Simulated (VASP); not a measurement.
# TiAl (P-6m2) in VASP: a series of runs

TiAl is run at these levels: LDA; tasks: single point, relaxation of cell and atoms.

Everything below comes from runs of VASP 6.6.1. Logs are shortened: lines on timing, memory, paths and dates and some standing lists are left out, and cuts for length are marked.

## 1. The cell of the first run

Symmetry: P-6m2, No. 187, hexagonal system. The conventional cell has a = 2.818 Å, b = 2.818 Å, c = 4.580 Å, α = 90.00°, β = 90.00°, γ = 120.00°. Ti (site symmetry -6m2) has 6 Al at 2.81 Å and 6 Ti at 2.82 Å within 3.7 Å. Al (site symmetry -6m2) has 6 Ti at 2.81 Å and 6 Al at 2.82 Å within 3.7 Å.

## 2. Single point, LDA

Input file INCAR:

```
PREC     = Accurate       # precision mode
ENCUT    = 520            # plane-wave cutoff, eV
EDIFF    = 1E-6           # SCF threshold, eV
ISMEAR   = -1             # smearing method
SIGMA    = 0.1            # smearing width, eV
LREAL    = F              # projectors in reciprocal space
LASPH    = T              # aspherical terms in the spheres
NELM     = 100            # most SCF steps
ALGO     = Normal         # electronic algorithm
ISIF     = 2              # what is computed and relaxed
LWAVE    = F              # write WAVECAR
LCHARG   = F              # write CHGCAR
NBANDS   = 14             # bands
```

Input file KPOINTS:

```
Automatic mesh
0
Gamma
  17 17 9
```

Input file POSCAR:

```
TiAl
1.0
    2.8179408829      0.0000000000      0.0000000000
   -1.4089704414      2.4404083909      0.0000000000
    0.0000000000      0.0000000000      4.5796221784
Ti Al
1 1
Direct
    0.0000000000      0.0000000000      0.0000000000
    0.3333333333      0.6666666667      0.5000000000
```

Potentials or basis: VASP PAW LDA potentials, release 64 (Ti_sv, Al).

Run with:

```bash
cat potpaw_LDA.64/Ti_sv/POTCAR potpaw_LDA.64/Al/POTCAR > POTCAR
mpirun -np 1 vasp_std > vasp.out
```

OUTCAR:

```text
PREC = Accurate
   ENCUT = 520
   EDIFF = 1E-6
   ISMEAR = -1
   LREAL = F
   LASPH = T
   NELM = 100
   ISIF = 2

 ion  position               nearest neighbor table
   1  0.000  0.000  0.000-   2 2.81   2 2.81   2 2.81   2 2.81   2 2.81   2 2.81
   2  0.333  0.667  0.500-   1 2.81   1 2.81   1 2.81   1 2.81   1 2.81   1 2.81

  LATTYP: Found a hexagonal cell.
 ALAT       =     2.8179408829
 C/A-ratio  =     1.6251661652

  Lattice vectors:

 A1 = (   2.8179408829,   0.0000000000,   0.0000000000)
 A2 = (  -1.4089704414,   2.4404083909,   0.0000000000)
 A3 = (   0.0000000000,   0.0000000000,   4.5796221784)

Analysis of symmetry for initial positions (statically):
=====================================================================
 Subroutine PRICEL returns:
 Original cell was already a primitive cell.

 Routine SETGRP: Setting up the symmetry group for a
 hexagonal supercell.

 Subroutine GETGRP returns: Found 12 space group operations
 (whereof 12 operations were pure point group operations)
 out of a pool of 24 trial point group operations.

The static configuration has the point symmetry D_3h.

Analysis of symmetry for dynamics (positions and initial velocities):
=====================================================================
 Subroutine PRICEL returns:
 Original cell was already a primitive cell.

 Routine SETGRP: Setting up the symmetry group for a
 hexagonal supercell.

 Subroutine GETGRP returns: Found 12 space group operations
 (whereof 12 operations were pure point group operations)
 out of a pool of 24 trial point group operations.

The dynamic configuration has the point symmetry D_3h.

 Subroutine INISYM returns: Found 12 space group operations
 (whereof 12 operations are pure point group operations),
 and found     1 'primitive' translations

----------------------------------------------------------------------------------------

                                     Primitive cell

  volume of cell :      31.4937

  direct lattice vectors                    reciprocal lattice vectors
     2.817940883  0.000000000  0.000000000     0.354869049  0.204883741  0.000000000
    -1.408970441  2.440408391  0.000000000     0.000000000  0.409767481  0.000000000
     0.000000000  0.000000000  4.579622178     0.000000000  0.000000000  0.218358625

  length of vectors
     2.817940883  2.817940883  4.579622178     0.409767481  0.409767481  0.218358625

  position of ions in fractional coordinates (direct lattice)
     0.000000000  0.000000000  0.000000000
     0.333333333  0.666666667  0.500000000

  ion indices of the primitive-cell ions
   primitive index   ion index
                 1           1
                 2           2

----------------------------------------------------------------------------------------

 KPOINTS: Automatic mesh

Automatic generation of k-mesh.
 Grid dimensions read from file:
 generate k-points for:   17   17    9

 Generating k-lattice:

  Cartesian coordinates                     Fractional coordinates (reciprocal lattice)
     0.020874650  0.012051985  0.000000000     0.058823529  0.000000000  0.000000000
     0.000000000  0.024103969  0.000000000     0.000000000  0.058823529  0.000000000
     0.000000000  0.000000000  0.024262069     0.000000000  0.000000000  0.111111111

  Length of vectors
     0.024103969  0.024103969  0.024262069

  Shift w.r.t. Gamma in fractional coordinates (k-lattice)
     0.000000000  0.000000000  0.000000000

 Subroutine IBZKPT returns following result:
 ===========================================

 Found    165 irreducible k-points:

 Following reciprocal coordinates:
            Coordinates               Weight
  0.000000  0.000000  0.000000      1.000000
  0.058824 -0.000000  0.000000      6.000000
  0.117647  0.000000  0.000000      6.000000
  0.176471  0.000000  0.000000      6.000000
  0.235294  0.000000  0.000000      6.000000
  0.294118 -0.000000  0.000000      6.000000
[... 16 lines left out ...]
  0.411765  0.117647  0.000000     12.000000
  0.176471  0.176471  0.000000      6.000000
 [... further k-points ...]
   k-points           NKPTS =    165   k-points in BZ     NKDIM =    165   number of bands    NBANDS=     14
   number of dos      NEDOS =    301   number of ions     NIONS =      2
   total plane-waves  NPLWV =  20736
   dimension x,y,z NGX =    24 NGY =   24 NGZ =   36
   dimension x,y,z NGXF=    48 NGYF=   48 NGZF=   72
   ions per type =               1   1
   NGX,Y,Z   is equivalent  to a cutoff of  14.16, 14.16, 13.07 a.u.
   NGXF,Y,Z  is equivalent  to a cutoff of  28.32, 28.32, 26.14 a.u.
 SYSTEM =  unknown system
   PREC   = accura    normal or accurate (medium, high low for compatibility)
   ISTART =      0    job   : 0-new  1-cont  2-samecut
   ICHARG =      2    charge: 1-file 2-atom 10-const
   ISPIN  =      1    spin polarized calculation?
   LNONCOLLINEAR =      F non collinear calculations
   LSORBIT =      F    spin-orbit coupling
   LASPH  =      T    aspherical Exc in radial PAW
   ENCUT  =  520.0 eV  38.22 Ry    6.18 a.u.   5.24  5.24  8.52*2*pi/ulx,y,z
   NELM   =    100;   NELMIN=  2; NELMDL= -5     # of ELM steps
   EDIFF  = 0.1E-05   stopping-criterion for ELM
   LREAL  =      F    real-space projection
   EDIFFG = 0.1E-04   stopping-criterion for IOM
   NSW    =      0    number of steps for IOM
   IBRION =     -1    ionic relax: 0-MD 1-quasi-New 2-CG
   NFREE  =      0    steps in history (QN), initial steepest desc. (CG)
   ISIF   =      2    stress and relaxation
   ISYM   =      2    0-nonsym 1-usesym 2-fastsym
   POTIM  = 0.5000    time-step for ionic-motion
   TEBEG  =    0.0;   TEEND  =   0.0 temperature during run
   PSTRESS=    0.0 pullay stress
   NELECT =      15.0000    total number of electrons
   NUPDOWN=      -1.0000    fix difference up-down
   EMIN   =  10.00;   EMAX   =-10.00  energy-range for DOS
   EFERMI =   0.00;   METHOD = LEGACY
   ISMEAR =    -1;   SIGMA  =   0.10  broadening in eV -4-tet -1-fermi 0-gaus
   EFERMI_NEDOS =   21; number of points for ismear=-14 and -15
   IALGO  =     38    algorithm
   IMIX   =      4    mixing-type and parameters
     AMIX     =   0.40;   BMIX     =  1.00
     AMIX_MAG =   1.60;   BMIX_MAG =  1.00
  volume/ion in A,a.u.               =      15.75       106.27
  Fermi-wavevector in a.u.,A,eV,Ry     =   1.278490  2.415995 22.239212  1.634536
  Thomas-Fermi vector in A             =   2.411029
   LORBIT       =      0    0 simple, 1 ext, 2 COOP (PROOUT), +10 PAW based schemes
   GGA     = CA    functional components
   LHFCALC =     F    Hartree Fock is set to
   AEXX    =    0.0000 exact exchange contribution
   IVDW    =     0    specifies the selected vdW correction
   LEPSILON=     F    determine dielectric tensor
   LRPA    =     F    only Hartree local field effects (RPA)
 non-spin polarized calculation
  energy-cutoff  :      520.00
  volume of cell :       31.49
 maximum number of plane-waves:       866
 NGX is ok and might be reduce to    24
   NGX = 11   NGY = 11   NGZ = 17

 number of electron      15.0000004 magnetization

 Free energy of the ion-electron system (eV)
  ---------------------------------------------------
  ext. energy  EPLUGINS =         0.00000000
  ---------------------------------------------------
  free energy    TOTEN  =       -13.28787596 eV

  energy without entropy =      -13.21132102  energy(sigma->0) =      -13.24959849

 E-fermi :   8.2433     XC(G=0): -11.3952

 val. band max:        8.2426593721   @ k =   0.3529   0.2941   0.1111
 cond. band min:       8.2514956955   @ k =   0.2941   0.0588   0.0000
 fundamental gap:      0.0088363234
 Fermi energy:         8.2432800825

 k-point     1 :       0.0000    0.0000    0.0000
  band No.  band energies     occupation
      1     -47.4802      2.00000
      2     -24.1992      2.00000
      3     -23.7065      2.00000
      4     -23.7065      2.00000
      5      -0.9295      2.00000
      6       5.8938      2.00000
      7       6.4647      2.00000
      8       9.5369      0.00000
      9       9.5369      0.00000
     10      11.1170      0.00000
     11      11.1170      0.00000
     12      12.4256      0.00000
     13      21.4317      0.00000
     14      21.4317      0.00000

 k-point     2 :       0.0588   -0.0000    0.0000
  band No.  band energies     occupation
      1     -47.4761      2.00000
      2     -24.1952      2.00000
      3     -23.7310      2.00000
      4     -23.7119      2.00000
      5      -0.8403      2.00000
      6       5.9929      2.00000
      7       6.4688      2.00000
      8       9.4471      0.00001
      9       9.6126      0.00000
     10      11.0907      0.00000
     11      11.1394      0.00000
     12      12.4472      0.00000
     13      20.0314      0.00000
     14      20.6295      0.00000

 k-point     3 :       0.1176    0.0000    0.0000
  band No.  band energies     occupation
      1     -47.4642      2.00000
      2     -24.1839      2.00000
      3     -23.8009      2.00000
      4     -23.7276      2.00000
      5      -0.5745      2.00000
      6       6.2751      2.00000
      7       6.4802      2.00000
      8       9.2052      0.00013
      9       9.8348      0.00000
     10      11.0159      0.00000
     11      11.2098      0.00000
     12      12.5066      0.00000
     13      18.0427      0.00000
     14      19.6509      0.00000

 k-point     4 :       0.1765    0.0000    0.0000
  band No.  band energies     occupation
      1     -47.4463      2.00000
      2     -24.1666      2.00000
      3     -23.9060      2.00000
      4     -23.7513      2.00000
      5      -0.1373      2.00000
      6       6.4962      2.00000
      7       6.6842      2.00000
      8       8.8855      0.00324
      9      10.1881      0.00000
     10      10.9048      0.00000
     11      11.3356      0.00000
     12      12.5841      0.00000
     13      16.1312      0.00000
     14      18.7824      0.00000

 k-point     5 :       0.2353    0.0000    0.0000
  band No.  band energies     occupation
      1     -47.4245      2.00000
      2     -24.1458      2.00000
      3     -24.0310      2.00000
      4     -23.7797      2.00000
      5       0.4634      2.00000
      6       6.5134      2.00000
      7       7.0813      1.99998
      8       8.5985      0.05572
      9      10.6452      0.00000
     10      10.7741      0.00000
     11      11.5237      0.00000
[... 276 lines left out ...]
 k-point    22 :       0.3529    0.1176    0.0000
  band No.  band energies     occupation
      1     -47.3614      2.00000
      2     -24.3344      2.00000
      3     -24.0856      2.00000
      4     -23.9105      2.00000
      5       3.3561      2.00000
      6       6.6900      2.00000
      7       6.7434      2.00000
      8       7.5776      1.99743
      9       9.8586      0.00000
     10      11.2864      0.00000
     11      12.5351      0.00000
     12      12.9705      0.00000
     13      13.9310      0.00000
     14      14.9242      0.00000

 k-point    23 :       0.4118    0.1176    0.0000
  band No.  band energies     occupation
      1     -47.3536      2.00000
      2     -24.3724      2.00000
      3     -24.0782      2.00000
      4     -23.9245      2.00000
      5       4.3766      2.00000
      6       5.8527      2.00000
      7       6.7204      2.00000
      8       7.3316      1.99978
      9       9.7529      0.00000
     10      11.5322      0.00000
     11      12.5150      0.00000
     12      13.2569      0.00000
     13      13.9229      0.00000
     14      15.2869      0.00000

 k-point    24 :       0.1765    0.1765    0.0000
  band No.  band energies     occupation
      1     -47.3968      2.00000
      2     -24.1455      2.00000
      3     -24.1193      2.00000
      4     -23.8589      2.00000
      5       1.3871      2.00000
      6       6.6049      2.00000
      7       7.6928      1.99190
      8       8.0694      1.70115
      9      10.2114      0.00000
     10      11.0629      0.00000
     11      12.1853      0.00000
     12      12.8229      0.00000
     13      13.9613      0.00000
     14      14.5746      0.00000

 [... further k-points ...]

------------------------ aborting loop because EDIFF is reached ----------------------------------------

  FORCE on cell =-STRESS in cart. coord.  units (eV):
  Direction    XX          YY          ZZ          XY          YZ          ZX
  --------------------------------------------------------------------------------------
  -------------------------------------------------------------------------------------
  Total        0.0074188      0.0074188      0.0309644      0.0000000      0.0000000     -0.0000000
  in kB        0.3774149      0.3774149      1.5752503      0.0000000      0.0000000     -0.0000000
  external PRESSURE =       0.7766933 kB  Pullay stress =       0.0000000 kB

 VOLUME and BASIS-vectors are now :
 -----------------------------------------------------------------------------
  energy-cutoff  :      520.00
  volume of cell :       31.49
      direct lattice vectors                 reciprocal lattice vectors
     2.817940883  0.000000000  0.000000000     0.354869049  0.204883741  0.000000000
    -1.408970441  2.440408391  0.000000000     0.000000000  0.409767481  0.000000000
     0.000000000  0.000000000  4.579622178     0.000000000  0.000000000  0.218358625

 POSITION                                       TOTAL-FORCE (eV/Angst)
 -----------------------------------------------------------------------------------
      0.00000      0.00000      0.00000        -0.000000      0.000000      0.000000
     -0.00000      1.62694      2.28981         0.000000     -0.000000      0.000000
 -----------------------------------------------------------------------------------
    total drift:                                0.000000     -0.000000      0.000000

  FREE ENERGIE OF THE ION-ELECTRON SYSTEM (eV)
  ---------------------------------------------------
  free  energy   TOTEN  =       -13.2878759594 eV

  energy  without entropy=      -13.2113210160  energy(sigma->0) =      -13.24959849
```

Run time: 43 s. Hardware: 1 thread of AMD EPYC 9R45 (Zen 5), shared host; peak memory 0.17 GiB.

Results:

| Item | Value |
| --- | --- |
| Free energy | -13.2879 eV |
| Pressure | 0.1 GPa |

## 3. Relaxation of cell and atoms, LDA

This run uses another cell than the first one, of 16.65 Å³/atom, 1.058 times its volume.

Input file INCAR:

```
PREC = Accurate
ENCUT = 600
EDIFF = 1E-6
ISMEAR = -1
SIGMA = 0.1
LREAL = False
LASPH = True
NELM = 60
ALGO = Normal
ISIF = 3
LWAVE = False
LCHARG = False
IBRION = 2
NSW = 80
EDIFFG = -0.01
```

Input file KPOINTS:

```
regular mesh
0
Gamma
  17 17 9
```

Input file POSCAR:

```
TiAl
1.0
    2.8672620000      0.0000000000      0.0000000000
   -1.4336310000      2.4831217313      0.0000000000
    0.0000000000      0.0000000000      4.6780830000
Ti Al
1 1
Direct
    0.0000000000      0.0000000000      0.0000000000
    0.3333333333      0.6666666667      0.5000000000
```

Potentials or basis: VASP PAW LDA potentials, release 64 (Ti_sv, Al).

Run with:

```bash
cat potpaw_LDA.64/Ti_sv/POTCAR potpaw_LDA.64/Al/POTCAR > POTCAR
mpirun -np 1 vasp_std > vasp.out
```

It took 3.3 min on 1 thread of AMD EPYC 9R45 (Zen 5), shared host; peak memory 0.19 GiB.

It converged, with:

- Free energy: -13.2881 eV
- Relaxed volume: 15.75 Å³/atom
- Relaxed cell: a = 2.817 Å, b = 2.817 Å, c = 4.583 Å, α = 90.00°, β = 90.00°, γ = 120.00°
- Space group after relaxing (to 0.05 Å): P-6m2 (No. 187)
- Energy gained by relaxing: 17.5 meV/atom
- Ionic steps: 7
- Pressure after relaxing: 0.0 GPa

Step by step:
```tsv
step	energy change (eV)	largest force (eV/Å)	pressure (GPa)	volume (Å³)
1	0.0000	0.0000	-5.89	33.31
2	-0.0206	0.0000	4.35	30.44
3	-0.0351	0.0000	-0.01	31.52
4	-0.0350	0.0000	-0.15	31.55
5	-0.0351	0.0000	-0.16	31.54
6	-0.0351	0.0000	-0.15	31.54
7	-0.0351	0.0000	-0.02	31.50
```

Final structure:
```
Ti Al
1.0
     2.81722    0.00000    0.00000
    -1.40861    2.43979    0.00000
     0.00000    0.00000    4.58343
Ti Al
1 1
Direct
  0.00000 0.00000 0.00000
  0.33333 0.66667 0.50000
```

Levels at points of the mesh, in eV from the Fermi level:
| k point | band 4 | band 5 | band 6 | band 7 | band 8 | band 9 | band 10 | band 11 |
| --- | --- | --- | --- | --- | --- | --- | --- | --- |
| (0.00, 0.00, 0.00) | -31.95 | -9.17 | -2.35 | -1.79 | 1.29 | 1.29 | 2.88 | 2.88 |
